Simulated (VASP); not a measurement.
# Ta2N (P-3m1) in VASP: notebook

Ta2N is run at these levels: PBE; tasks: single point.

Everything below comes from runs of VASP 6.6.1. Logs are shortened: lines on timing, memory, paths and dates and some standing lists are left out, and cuts for length are marked.

## (1) The cell of the first run

Symmetry: P-3m1, No. 164, trigonal system. The conventional cell has a = 3.101 Å, b = 3.101 Å, c = 5.004 Å, α = 90.00°, β = 90.00°, γ = 120.00°. Ta (site symmetry 3m) has 3 N at 2.20 Å within 2.9 Å. Within 2.9 Å of N (site symmetry -3m) lie 6 Ta at 2.20 Å.

## (2) Single point, PBE (strain +0.000 along x and y, +0.025 along z)

The input, INCAR:

```
SYSTEM = Ta2N
ALGO     = Normal         ! electronic algorithm
EDIFF    = 1E-6           ! SCF threshold, eV
ENCUT    = 520            ! plane-wave cutoff, eV
GGA      = PE             ! functional
ISIF     = 2              ! what is computed and relaxed
ISMEAR   = 0              ! smearing method
LASPH    = .TRUE.         ! aspherical terms in the spheres
LCHARG   = .FALSE.        ! write CHGCAR
LREAL    = .FALSE.        ! projectors in reciprocal space
LWAVE    = .FALSE.        ! write WAVECAR
NBANDS   = 20             ! bands
NELM     = 60             ! most SCF steps
PREC     = Accurate       ! precision mode
SIGMA    = 0.15           ! smearing width, eV
```

The input, KPOINTS:

```
k-points
0
G
  18 18 10
  0 0 0
```

The input, POSCAR:

```
Ta2N
1.0
    3.1011400595      0.0000000000      0.0000000000
   -1.5505700297      2.6856660722      0.0000000000
    0.0000000000      0.0000000000      5.0039372898
Ta N
2 1
Direct
    0.6666666667      0.3333333333      0.7449050326
    0.3333333333      0.6666666667      0.2550949674
    0.0000000000      0.0000000000      0.0000000000
```

Potentials or basis: VASP PAW PBE potentials, release 64 (Ta_pv, N).

Run with:

```
$ cat potpaw_PBE.64/Ta_pv/POTCAR potpaw_PBE.64/N/POTCAR > POTCAR
$ mpirun -np 1 vasp_std > vasp.out
```

OUTCAR:

```text
SYSTEM = Ta2N
   EDIFF = 1E-6
   ENCUT = 520
   GGA = PE
   ISIF = 2
   ISMEAR = 0
   LASPH = .TRUE.
   LREAL = .FALSE.
   NELM = 60
   PREC = Accurate

 ion  position               nearest neighbor table
   1  0.667  0.333  0.745-   3 2.20   3 2.20   3 2.20   2 3.04   2 3.04   2 3.04   2 3.12   2 3.12
                             2 3.12
   2  0.333  0.667  0.255-   3 2.20   3 2.20   3 2.20   1 3.04   1 3.04   1 3.04   1 3.12   1 3.12
                             1 3.12
   3  0.000  0.000  0.000-   1 2.20   2 2.20   2 2.20   1 2.20   1 2.20   2 2.20

  LATTYP: Found a hexagonal cell.
 ALAT       =     3.1011400595
 C/A-ratio  =     1.6135799073

  Lattice vectors:

 A1 = (   3.1011400595,   0.0000000000,   0.0000000000)
 A2 = (  -1.5505700297,   2.6856660722,   0.0000000000)
 A3 = (   0.0000000000,   0.0000000000,   5.0039372898)

Analysis of symmetry for initial positions (statically):
=====================================================================
 Subroutine PRICEL returns:
 Original cell was already a primitive cell.

 Routine SETGRP: Setting up the symmetry group for a
 hexagonal supercell.

 Subroutine GETGRP returns: Found 12 space group operations
 (whereof 12 operations were pure point group operations)
 out of a pool of 24 trial point group operations.

The static configuration has the point symmetry D_3d.

Analysis of symmetry for dynamics (positions and initial velocities):
=====================================================================
 Subroutine PRICEL returns:
 Original cell was already a primitive cell.

 Routine SETGRP: Setting up the symmetry group for a
 hexagonal supercell.

 Subroutine GETGRP returns: Found 12 space group operations
 (whereof 12 operations were pure point group operations)
 out of a pool of 24 trial point group operations.

The dynamic configuration has the point symmetry D_3d.

 Subroutine INISYM returns: Found 12 space group operations
 (whereof 12 operations are pure point group operations),
 and found     1 'primitive' translations

----------------------------------------------------------------------------------------

                                     Primitive cell

  volume of cell :      41.6759

  direct lattice vectors                    reciprocal lattice vectors
     3.101140060  0.000000000  0.000000000     0.322462056  0.186173555  0.000000000
    -1.550570030  2.685666072  0.000000000     0.000000000  0.372347110  0.000000000
     0.000000000  0.000000000  5.003937290     0.000000000  0.000000000  0.199842632

  length of vectors
     3.101140060  3.101140059  5.003937290     0.372347110  0.372347110  0.199842632

  position of ions in fractional coordinates (direct lattice)
     0.666666667  0.333333333  0.744905033
     0.333333333  0.666666667  0.255094967
     0.000000000  0.000000000  0.000000000

  ion indices of the primitive-cell ions
   primitive index   ion index
                 1           1
                 2           2
                 3           3

----------------------------------------------------------------------------------------

 KPOINTS: k-points

Automatic generation of k-mesh.
 Grid dimensions read from file:
 generate k-points for:   18   18   10

 Generating k-lattice:

  Cartesian coordinates                     Fractional coordinates (reciprocal lattice)
     0.017914559  0.010342975  0.000000000     0.055555556  0.000000000  0.000000000
     0.000000000  0.020685951  0.000000000     0.000000000  0.055555556  0.000000000
     0.000000000  0.000000000  0.019984263     0.000000000  0.000000000  0.100000000

  Length of vectors
     0.020685951  0.020685951  0.019984263

  Shift w.r.t. Gamma in fractional coordinates (k-lattice)
     0.000000000  0.000000000  0.000000000

 Subroutine IBZKPT returns following result:
 ===========================================

 Found    330 irreducible k-points:

 Following reciprocal coordinates:
            Coordinates               Weight
  0.000000  0.000000  0.000000      1.000000
  0.055556  0.000000  0.000000      6.000000
  0.111111  0.000000  0.000000      6.000000
  0.166667  0.000000  0.000000      6.000000
  0.222222 -0.000000  0.000000      6.000000
  0.277778  0.000000  0.000000      6.000000
[... 16 lines left out ...]
  0.333333  0.111111  0.000000     12.000000
  0.388889  0.111111  0.000000     12.000000
 [... further k-points ...]
   k-points           NKPTS =    330   k-points in BZ     NKDIM =    330   number of bands    NBANDS=     20
   number of dos      NEDOS =    301   number of ions     NIONS =      3
   total plane-waves  NPLWV =  23040
   dimension x,y,z NGX =    24 NGY =   24 NGZ =   40
   dimension x,y,z NGXF=    48 NGYF=   48 NGZF=   80
   ions per type =               2   1
   NGX,Y,Z   is equivalent  to a cutoff of  12.87, 12.87, 13.29 a.u.
   NGXF,Y,Z  is equivalent  to a cutoff of  25.73, 25.73, 26.58 a.u.
 SYSTEM =  Ta2N
   PREC   = accura    normal or accurate (medium, high low for compatibility)
   ISTART =      0    job   : 0-new  1-cont  2-samecut
   ICHARG =      2    charge: 1-file 2-atom 10-const
   ISPIN  =      1    spin polarized calculation?
   LNONCOLLINEAR =      F non collinear calculations
   LSORBIT =      F    spin-orbit coupling
   LASPH  =      T    aspherical Exc in radial PAW
   ENCUT  =  520.0 eV  38.22 Ry    6.18 a.u.   5.77  5.77  9.30*2*pi/ulx,y,z
   NELM   =     60;   NELMIN=  2; NELMDL= -5     # of ELM steps
   EDIFF  = 0.1E-05   stopping-criterion for ELM
   LREAL  =      F    real-space projection
   EDIFFG = 0.1E-04   stopping-criterion for IOM
   NSW    =      0    number of steps for IOM
   IBRION =     -1    ionic relax: 0-MD 1-quasi-New 2-CG
   NFREE  =      0    steps in history (QN), initial steepest desc. (CG)
   ISIF   =      2    stress and relaxation
   ISYM   =      2    0-nonsym 1-usesym 2-fastsym
   POTIM  = 0.5000    time-step for ionic-motion
   TEBEG  =    0.0;   TEEND  =   0.0 temperature during run
   PSTRESS=    0.0 pullay stress
   NELECT =      27.0000    total number of electrons
   NUPDOWN=      -1.0000    fix difference up-down
   EMIN   =  10.00;   EMAX   =-10.00  energy-range for DOS
   EFERMI =   0.00;   METHOD = LEGACY
   ISMEAR =     0;   SIGMA  =   0.15  broadening in eV -4-tet -1-fermi 0-gaus
   EFERMI_NEDOS =   21; number of points for ismear=-14 and -15
   IALGO  =     38    algorithm
   IMIX   =      4    mixing-type and parameters
     AMIX     =   0.40;   BMIX     =  1.00
     AMIX_MAG =   1.60;   BMIX_MAG =  1.00
  volume/ion in A,a.u.               =      13.89        93.75
  Fermi-wavevector in a.u.,A,eV,Ry     =   1.416558  2.676906 27.301945  2.006636
  Thomas-Fermi vector in A             =   2.537880
   LORBIT       =      0    0 simple, 1 ext, 2 COOP (PROOUT), +10 PAW based schemes
   GGA     = PE    functional components
   LHFCALC =     F    Hartree Fock is set to
   AEXX    =    0.0000 exact exchange contribution
   IVDW    =     0    specifies the selected vdW correction
   LEPSILON=     F    determine dielectric tensor
   LRPA    =     F    only Hartree local field effects (RPA)
 non-spin polarized calculation
 Gauss-broadening in eV      SIGMA  =   0.15
  energy-cutoff  :      520.00
  volume of cell :       41.68
 maximum number of plane-waves:      1140
   NGX = 11   NGY = 11   NGZ = 19

 number of electron      27.0000001 magnetization

 Free energy of the ion-electron system (eV)
  ---------------------------------------------------
  ext. energy  EPLUGINS =         0.00000000
  ---------------------------------------------------
  free energy    TOTEN  =       -34.36237365 eV

  energy without entropy =      -34.34799249  energy(sigma->0) =      -34.35518307

 E-fermi :   7.2745     XC(G=0): -12.7449

 val. band max:        7.2737369147   @ k =   0.1111   0.0556   0.0000
 cond. band min:       7.2886821003   @ k =   0.0556   0.0000   0.1000
 fundamental gap:      0.0149451856
 Fermi energy:         7.2745490845

 k-point     1 :       0.0000    0.0000    0.0000
  band No.  band energies     occupation
      1     -28.4068      2.00000
      2     -27.7214      2.00000
      3     -27.7214      2.00000
      4     -27.6219      2.00000
      5     -27.6219      2.00000
      6     -27.5714      2.00000
[... 12 lines left out ...]
     19       8.3966      0.00000
     20      12.0096      0.00000

 k-point     2 :       0.0556    0.0000    0.0000
  band No.  band energies     occupation
      1     -28.3983      2.00000
      2     -27.7402      2.00000
      3     -27.7279      2.00000
      4     -27.6407      2.00000
      5     -27.6238      2.00000
      6     -27.5739      2.00000
[... 12 lines left out ...]
     19       8.6690      0.00000
     20      12.0102      0.00000

 k-point     3 :       0.1111    0.0000    0.0000
  band No.  band energies     occupation
      1     -28.3733      2.00000
      2     -27.7940      2.00000
      3     -27.7457      2.00000
      4     -27.6940      2.00000
      5     -27.6298      2.00000
      6     -27.5817      2.00000
[... 12 lines left out ...]
     19       9.2914      0.00000
     20      11.9183      0.00000

 k-point     4 :       0.1667    0.0000    0.0000
  band No.  band energies     occupation
      1     -28.3336      2.00000
      2     -27.8763      2.00000
      3     -27.7730      2.00000
      4     -27.7719      2.00000
      5     -27.6399      2.00000
      6     -27.5957      2.00000
[... 12 lines left out ...]
     19      10.1715      0.00000
     20      11.7026      0.00000

 k-point     5 :       0.2222   -0.0000    0.0000
  band No.  band energies     occupation
      1     -28.2821      2.00000
      2     -27.9770      2.00000
      3     -27.8662      2.00000
      4     -27.8027      2.00000
      5     -27.6534      2.00000
      6     -27.6163      2.00000
[... 12 lines left out ...]
     19      11.0241      0.00000
     20      11.4961      0.00000

 k-point     6 :       0.2778    0.0000    0.0000
  band No.  band energies     occupation
      1     -28.2242      2.00000
      2     -28.0819      2.00000
      3     -27.9617      2.00000
      4     -27.8344      2.00000
      5     -27.6688      2.00000
      6     -27.6436      2.00000
[... 12 lines left out ...]
     19      11.2418      0.00000
     20      11.9608      0.00000

 k-point     7 :       0.3333    0.0000    0.0000
  band No.  band energies     occupation
      1     -28.2036      2.00000
      2     -28.1389      2.00000
      3     -28.0485      2.00000
      4     -27.8632      2.00000
      5     -27.6838      2.00000
      6     -27.6766      2.00000
[... 12 lines left out ...]
     19      11.2117      0.00000
     20      12.4940      0.00000
[... 277 lines left out ...]
 k-point    20 :       0.1667    0.1111    0.0000
  band No.  band energies     occupation
      1     -28.2610      2.00000
      2     -27.9811      2.00000
      3     -27.9415      2.00000
      4     -27.7854      2.00000
      5     -27.6848      2.00000
      6     -27.6250      2.00000
[... 12 lines left out ...]
     19      11.2993      0.00000
     20      11.4870      0.00000

 k-point    21 :       0.2222    0.1111    0.0000
  band No.  band energies     occupation
      1     -28.2054      2.00000
      2     -28.0789      2.00000
      3     -28.0078      2.00000
      4     -27.8314      2.00000
      5     -27.7063      2.00000
      6     -27.6525      2.00000
[... 12 lines left out ...]
     19      11.4290      0.00000
     20      11.9913      0.00000

 k-point    22 :       0.2778    0.1111    0.0000
  band No.  band energies     occupation
      1     -28.1927      2.00000
      2     -28.1236      2.00000
      3     -28.0667      2.00000
      4     -27.8760      2.00000
      5     -27.7257      2.00000
      6     -27.6858      2.00000
[... 12 lines left out ...]
     19      11.5396      0.00000
     20      12.3838      0.00000

 k-point    23 :       0.3333    0.1111    0.0000
  band No.  band energies     occupation
      1     -28.2597      2.00000
      2     -28.1166      2.00000
      3     -28.0696      2.00000
      4     -27.9122      2.00000
      5     -27.7415      2.00000
      6     -27.7225      2.00000
[... 12 lines left out ...]
     19      11.6549      0.00000
     20      12.2045      0.00000

 k-point    24 :       0.3889    0.1111    0.0000
  band No.  band energies     occupation
      1     -28.3073      2.00000
      2     -28.1473      2.00000
      3     -28.0223      2.00000
      4     -27.9357      2.00000
      5     -27.7568      2.00000
      6     -27.7507      2.00000
[... 12 lines left out ...]
     19      11.7455      0.00000
     20      11.9847      0.00000

 [... further k-points ...]

------------------------ aborting loop because EDIFF is reached ----------------------------------------

  FORCE on cell =-STRESS in cart. coord.  units (eV):
  Direction    XX          YY          ZZ          XY          YZ          ZX
  --------------------------------------------------------------------------------------
  -------------------------------------------------------------------------------------
  Total       -1.2198953     -1.2198953     -2.4091805     -0.0000000      0.0000000     -0.0000000
  in kB      -46.8973062    -46.8973062    -92.6178437     -0.0000000      0.0000000     -0.0000000
  external PRESSURE =     -62.1374853 kB  Pullay stress =       0.0000000 kB

 VOLUME and BASIS-vectors are now :
 -----------------------------------------------------------------------------
  energy-cutoff  :      520.00
  volume of cell :       41.68
      direct lattice vectors                 reciprocal lattice vectors
     3.101140060  0.000000000  0.000000000     0.322462056  0.186173555  0.000000000
    -1.550570030  2.685666072  0.000000000     0.000000000  0.372347110  0.000000000
     0.000000000  0.000000000  5.003937290     0.000000000  0.000000000  0.199842632

 POSITION                                       TOTAL-FORCE (eV/Angst)
 -----------------------------------------------------------------------------------
      1.55057      0.89522      3.72746        -0.000000      0.000000     -0.055707
     -0.00000      1.79044      1.27648         0.000000     -0.000000      0.055707
      0.00000      0.00000      0.00000         0.000000      0.000000      0.000000
 -----------------------------------------------------------------------------------
    total drift:                                0.000000     -0.000000      0.000000

  FREE ENERGIE OF THE ION-ELECTRON SYSTEM (eV)
  ---------------------------------------------------
  free  energy   TOTEN  =       -34.3623736493 eV

  energy  without entropy=      -34.3479924874  energy(sigma->0) =      -34.35518307
```

It took 81 s on 1 thread of Intel Xeon 6975P-C (Granite Rapids), shared host; peak memory 0.35 GiB.

What came out:

```
Free energy            : -34.3624 eV
Pressure               : -6.2 GPa
Largest force          : 0.056 eV/Å
Band gap on the k mesh : zero (an odd number of electrons rules out a gap without spin polarisation)
```

Forces in eV/Å, atoms in the order of the input:
```
Ta   0.000  0.000 -0.056
Ta   0.000  0.000  0.056
N    0.000  0.000  0.000
```

Levels at points of the mesh, in eV from the Fermi level:
```tsv
k point	band 11	band 12	band 13	band 14	band 15	band 16
(0.00, 0.00, 0.00)	-5.04	-0.89	-0.22	-0.22	0.22	0.49
(0.50, 0.00, 0.00)	-4.43	-2.52	-1.33	1.33	2.07	3.76
(0.00, 0.00, 0.50)	-3.04	-2.75	-0.95	-0.95	1.57	1.93
(0.50, 0.00, 0.50)	-3.31	-2.11	-2.07	-0.43	0.80	3.42
```

Caveat: the cell differs from its parent crystal (strain +0.000 along x and y, +0.025 along z); the cell stands under tension; spin-orbit coupling is left out, which moves the levels of the heavy elements.

[end of part 1 of 2]
